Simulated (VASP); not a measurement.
# BP (I-4m2) in VASP: further runs

Runs on BP. Level: PBE. Tasks: single point.

Everything below comes from runs of VASP 6.6.1. Logs are shortened: lines on timing, memory, paths and dates and some standing lists are left out, and cuts for length are marked.

**1. The cell of the first run**

It takes space group I-4m2 (No. 119, tetragonal). The conventional cell has a = 3.201 Å, b = 3.201 Å, c = 4.348 Å, α = 90.00°, β = 90.00°, γ = 90.00°. Within 2.6 Å of B (site symmetry -4m2) lie 4 P at 1.93 Å. P (site symmetry -4m2) has 4 B at 1.93 Å within 2.6 Å.

**2. Single point, PBE (11.13 Å³/atom)**

Input file INCAR:

```
SYSTEM = BP
PREC = Accurate
ENCUT = 520
EDIFF = 1E-6
ISMEAR = 0
SIGMA = 0.05
LREAL = .FALSE.
LASPH = .TRUE.
NELM = 60
ALGO = Normal
ISIF = 2
LWAVE = .FALSE.
LCHARG = .TRUE.
GGA = PE
LELF = .TRUE.
LVHAR = .TRUE.
NBANDS = 11
```

Input file KPOINTS:

```
regular mesh
0
G
  12 12 12
  0 0 0
```

Input file POSCAR:

```
BP
1.0
    0.0000000000      2.1739295231      2.2630954852
    2.2630954852      0.0000000000      2.2630954852
    2.2630954852      2.1739295231      0.0000000000
B P
1 1
Direct
    0.0000000000      0.0000000000      0.0000000000
    0.7500000000      0.7500000000      0.7500000000
```

Potentials or basis: VASP PAW PBE potentials, release 64 (B, P).

On the command line:

```bash
$ cat potpaw_PBE.64/B/POTCAR potpaw_PBE.64/P/POTCAR > POTCAR
$ mpirun -np 1 vasp_std > vasp.out
```

OUTCAR:

```text
SYSTEM = BP
   PREC = Accurate
   ENCUT = 520
   EDIFF = 1E-6
   ISMEAR = 0
   LREAL = .FALSE.
   LASPH = .TRUE.
   NELM = 60
   ISIF = 2
   GGA = PE

 ion  position               nearest neighbor table
   1  0.000  0.000  0.000-   2 1.93   2 1.93   2 1.93   2 1.93
   2  0.750  0.750  0.750-   1 1.93   1 1.93   1 1.93   1 1.93

  LATTYP: Found a body centered tetragonal cell.
 ALAT       =     3.2005003281
 C/A-ratio  =     1.3584935480

  Lattice vectors:

 A1 = (   0.0000000000,  -2.1739295231,   2.2630954852)
 A2 = (   0.0000000000,  -2.1739295231,  -2.2630954852)
 A3 = (   2.2630954852,   2.1739295231,   0.0000000000)

Analysis of symmetry for initial positions (statically):
=====================================================================
 Subroutine PRICEL returns:
 Original cell was already a primitive cell.

 Routine SETGRP: Setting up the symmetry group for a
 body centered tetragonal supercell.

 Subroutine GETGRP returns: Found  8 space group operations
 (whereof  8 operations were pure point group operations)
 out of a pool of 16 trial point group operations.

The static configuration has the point symmetry D_2d.

Analysis of symmetry for dynamics (positions and initial velocities):
=====================================================================
 Subroutine PRICEL returns:
 Original cell was already a primitive cell.

 Routine SETGRP: Setting up the symmetry group for a
 body centered tetragonal supercell.

 Subroutine GETGRP returns: Found  8 space group operations
 (whereof  8 operations were pure point group operations)
 out of a pool of 16 trial point group operations.

The dynamic configuration has the point symmetry D_2d.

 Subroutine INISYM returns: Found  8 space group operations
 (whereof  8 operations are pure point group operations),
 and found     1 'primitive' translations

----------------------------------------------------------------------------------------

                                     Primitive cell

  volume of cell :      22.2680

  direct lattice vectors                    reciprocal lattice vectors
     0.000000000  2.173929523  2.263095485    -0.220936325  0.229998256  0.220936325
     2.263095485  0.000000000  2.263095485     0.220936325 -0.229998256  0.220936325
     2.263095485  2.173929523  0.000000000     0.220936325  0.229998256 -0.220936325

  length of vectors
     3.138083929  3.200500328  3.138083929     0.387975408  0.387975408  0.387975408

  position of ions in fractional coordinates (direct lattice)
     0.000000000  0.000000000  0.000000000
     0.750000000  0.750000000  0.750000000

  ion indices of the primitive-cell ions
   primitive index   ion index
                 1           1
                 2           2

----------------------------------------------------------------------------------------

 KPOINTS: regular mesh

Automatic generation of k-mesh.
 Grid dimensions read from file:
 generate k-points for:   12   12   12

 Generating k-lattice:

  Cartesian coordinates                     Fractional coordinates (reciprocal lattice)
    -0.018411360  0.019166521  0.018411360     0.083333333  0.000000000  0.000000000
     0.018411360 -0.019166521  0.018411360     0.000000000  0.083333333  0.000000000
     0.018411360  0.019166521 -0.018411360     0.000000000  0.000000000  0.083333333

  Length of vectors
     0.032331284  0.032331284  0.032331284

  Shift w.r.t. Gamma in fractional coordinates (k-lattice)
     0.000000000  0.000000000  0.000000000

 Subroutine IBZKPT returns following result:
 ===========================================

 Found    163 irreducible k-points:

 Following reciprocal coordinates:
            Coordinates               Weight
  0.000000  0.000000  0.000000      1.000000
  0.083333  0.000000  0.000000      8.000000
  0.166667  0.000000 -0.000000      8.000000
  0.250000  0.000000 -0.000000      8.000000
  0.333333  0.000000  0.000000      8.000000
  0.416667  0.000000 -0.000000      8.000000
[... 16 lines left out ...]
  0.500000  0.166667  0.000000     16.000000
 -0.416667  0.166667 -0.000000     16.000000
 [... further k-points ...]
   k-points           NKPTS =    163   k-points in BZ     NKDIM =    163   number of bands    NBANDS=     11
   number of dos      NEDOS =    301   number of ions     NIONS =      2
   total plane-waves  NPLWV =  13824
   dimension x,y,z NGX =    24 NGY =   24 NGZ =   24
   dimension x,y,z NGXF=    48 NGYF=   48 NGZF=   48
   ions per type =               1   1
   NGX,Y,Z   is equivalent  to a cutoff of  12.71, 12.47, 12.71 a.u.
   NGXF,Y,Z  is equivalent  to a cutoff of  25.43, 24.93, 25.43 a.u.
 SYSTEM =  BP
   PREC   = accura    normal or accurate (medium, high low for compatibility)
   ISTART =      0    job   : 0-new  1-cont  2-samecut
   ICHARG =      2    charge: 1-file 2-atom 10-const
   ISPIN  =      1    spin polarized calculation?
   LNONCOLLINEAR =      F non collinear calculations
   LSORBIT =      F    spin-orbit coupling
   LASPH  =      T    aspherical Exc in radial PAW
   ENCUT  =  520.0 eV  38.22 Ry    6.18 a.u.   5.83  5.95  5.83*2*pi/ulx,y,z
   NELM   =     60;   NELMIN=  2; NELMDL= -5     # of ELM steps
   EDIFF  = 0.1E-05   stopping-criterion for ELM
   LREAL  =      F    real-space projection
   EDIFFG = 0.1E-04   stopping-criterion for IOM
   NSW    =      0    number of steps for IOM
   IBRION =     -1    ionic relax: 0-MD 1-quasi-New 2-CG
   NFREE  =      0    steps in history (QN), initial steepest desc. (CG)
   ISIF   =      2    stress and relaxation
   ISYM   =      2    0-nonsym 1-usesym 2-fastsym
   POTIM  = 0.5000    time-step for ionic-motion
   TEBEG  =    0.0;   TEEND  =   0.0 temperature during run
   PSTRESS=    0.0 pullay stress
   NELECT =       8.0000    total number of electrons
   NUPDOWN=      -1.0000    fix difference up-down
   EMIN   =  10.00;   EMAX   =-10.00  energy-range for DOS
   EFERMI =   0.00;   METHOD = LEGACY
   ISMEAR =     0;   SIGMA  =   0.05  broadening in eV -4-tet -1-fermi 0-gaus
   EFERMI_NEDOS =   21; number of points for ismear=-14 and -15
   IALGO  =     38    algorithm
   IMIX   =      4    mixing-type and parameters
     AMIX     =   0.40;   BMIX     =  1.00
     AMIX_MAG =   1.60;   BMIX_MAG =  1.00
  volume/ion in A,a.u.               =      11.13        75.14
  Fermi-wavevector in a.u.,A,eV,Ry     =   1.163798  2.199260 18.428094  1.354427
  Thomas-Fermi vector in A             =   2.300344
   LORBIT       =      0    0 simple, 1 ext, 2 COOP (PROOUT), +10 PAW based schemes
   GGA     = PE    functional components
   LHFCALC =     F    Hartree Fock is set to
   AEXX    =    0.0000 exact exchange contribution
   IVDW    =     0    specifies the selected vdW correction
   LEPSILON=     F    determine dielectric tensor
   LRPA    =     F    only Hartree local field effects (RPA)
 non-spin polarized calculation
 Gauss-broadening in eV      SIGMA  =   0.05
  energy-cutoff  :      520.00
  volume of cell :       22.27
 maximum number of plane-waves:       620
   NGX = 11   NGY = 11   NGZ = 11

 number of electron       8.0000000 magnetization

 Free energy of the ion-electron system (eV)
  ---------------------------------------------------
  ext. energy  EPLUGINS =         0.00000000
  ---------------------------------------------------
  free energy    TOTEN  =       -12.87546777 eV

  energy without entropy =      -12.87546777  energy(sigma->0) =      -12.87546777

 E-fermi :   8.5757     XC(G=0): -11.1171

 val. band max:        8.2700967257   @ k =   0.0000   0.0000   0.0000
 cond. band min:       8.8270924149   @ k =   0.4167   0.0000   0.4167
 fundamental gap:      0.5569956893
 Fermi energy:         8.5756898060

 k-point     1 :       0.0000    0.0000    0.0000
  band No.  band energies     occupation
      1      -7.8833      2.00000
      2       7.8855      2.00000
      3       7.8855      2.00000
      4       8.2701      2.00000
      5      11.3458      0.00000
      6      11.5746      0.00000
      7      11.5746      0.00000
      8      16.1064      0.00000
      9      19.7380      0.00000
     10      19.8625      0.00000
     11      20.7707      0.00000

 k-point     2 :       0.0833    0.0000    0.0000
  band No.  band energies     occupation
      1      -7.7529      2.00000
      2       7.0048      2.00000
      3       7.6521      2.00000
      4       7.9539      2.00000
      5      11.6358      0.00000
      6      11.8744      0.00000
      7      11.9795      0.00000
      8      16.4398      0.00000
      9      19.2626      0.00000
     10      20.1136      0.00000
     11      20.3101      0.00000

 k-point     3 :       0.1667    0.0000   -0.0000
  band No.  band energies     occupation
      1      -7.3648      2.00000
      2       5.0944      2.00000
      3       7.1564      2.00000
      4       7.4941      2.00000
      5      12.0470      0.00000
      6      12.4581      0.00000
      7      12.5594      0.00000
      8      17.2578      0.00000
      9      18.7269      0.00000
     10      19.3089      0.00000
     11      21.1856      0.00000

 k-point     4 :       0.2500    0.0000   -0.0000
  band No.  band energies     occupation
      1      -6.7304      2.00000
      2       3.0213      2.00000
      3       6.6556      2.00000
      4       7.0577      2.00000
      5      12.1096      0.00000
      6      12.8091      0.00000
      7      13.0697      0.00000
      8      18.0586      0.00000
      9      18.9759      0.00000
     10      19.1677      0.00000
     11      21.5494      0.00000
[... 239 lines left out ...]
 k-point    22 :       0.4167    0.1667    0.0000
  band No.  band energies     occupation
      1      -5.1640      2.00000
      2       0.8137      2.00000
      3       4.6541      2.00000
      4       5.4015      2.00000
      5      11.2996      0.00000
      6      14.3568      0.00000
      7      15.2771      0.00000
      8      15.7373      0.00000
      9      21.1651      0.00000
     10      22.8015      0.00000
     11      23.9559      0.00000

 k-point    23 :       0.5000    0.1667    0.0000
  band No.  band energies     occupation
      1      -4.2573      2.00000
      2      -0.5952      2.00000
      3       4.1528      2.00000
      4       5.4813      2.00000
      5      11.4520      0.00000
      6      14.1692      0.00000
      7      15.0411      0.00000
      8      17.4245      0.00000
      9      20.7520      0.00000
     10      22.9142      0.00000
     11      24.5416      0.00000

 k-point    24 :      -0.4167    0.1667   -0.0000
  band No.  band energies     occupation
      1      -4.0243      2.00000
      2      -0.9041      2.00000
      3       3.8256      2.00000
      4       5.7550      2.00000
      5      11.7440      0.00000
      6      13.9834      0.00000
      7      14.8069      0.00000
      8      18.7971      0.00000
      9      20.1997      0.00000
     10      21.2157      0.00000
     11      24.4203      0.00000

 [... further k-points ...]

------------------------ aborting loop because EDIFF is reached ----------------------------------------

  FORCE on cell =-STRESS in cart. coord.  units (eV):
  Direction    XX          YY          ZZ          XY          YZ          ZX
  --------------------------------------------------------------------------------------
  -------------------------------------------------------------------------------------
  Total        0.8363234      2.3033373      0.8363234      0.0000000     -0.0000000      0.0000000
  in kB       60.1732709    165.7245755     60.1732709      0.0000000     -0.0000000      0.0000000
  external PRESSURE =      95.3570391 kB  Pullay stress =       0.0000000 kB

 VOLUME and BASIS-vectors are now :
 -----------------------------------------------------------------------------
  energy-cutoff  :      520.00
  volume of cell :       22.27
      direct lattice vectors                 reciprocal lattice vectors
     0.000000000  2.173929523  2.263095485    -0.220936325  0.229998256  0.220936325
     2.263095485  0.000000000  2.263095485     0.220936325 -0.229998256  0.220936325
     2.263095485  2.173929523  0.000000000     0.220936325  0.229998256 -0.220936325

 POSITION                                       TOTAL-FORCE (eV/Angst)
 -----------------------------------------------------------------------------------
      0.00000      0.00000      0.00000         0.000000     -0.000000     -0.000000
      3.39464      3.26089      3.39464        -0.000000      0.000000      0.000000
 -----------------------------------------------------------------------------------
    total drift:                               -0.000000      0.000000     -0.000000

  FREE ENERGIE OF THE ION-ELECTRON SYSTEM (eV)
  ---------------------------------------------------
  free  energy   TOTEN  =       -12.8754677653 eV

  energy  without entropy=      -12.8754677653  energy(sigma->0) =      -12.87546777
```

Run time: 35 s. Hardware: 1 thread of Intel Xeon 8259CL, shared host; peak memory 0.16 GiB.

What came out:

* Free energy: -12.8755 eV
* Pressure: 9.5 GPa
* Band gap on the k mesh: 0.56 eV (least direct gap 3.08 eV)

Levels at points of the mesh, in eV from the valence-band top:
```csv
k point,band 2,band 3,band 4,band 5,band 6,band 7
"(0.00, 0.00, 0.00)",-0.38,-0.38,0.00,3.08,3.30,3.30
"(0.50, 0.00, 0.00)",-9.64,-2.33,-1.81,3.60,4.27,4.92
"(0.50, 0.50, 0.00)",-9.22,-4.43,-4.35,1.14,1.56,11.83
"(0.50, 0.00, 0.50)",-8.83,-4.83,-4.83,0.68,0.97,12.29
```

Caveat: the cell stands under pressure. A k mesh can miss the band edges.

[end of part 1 of 2]
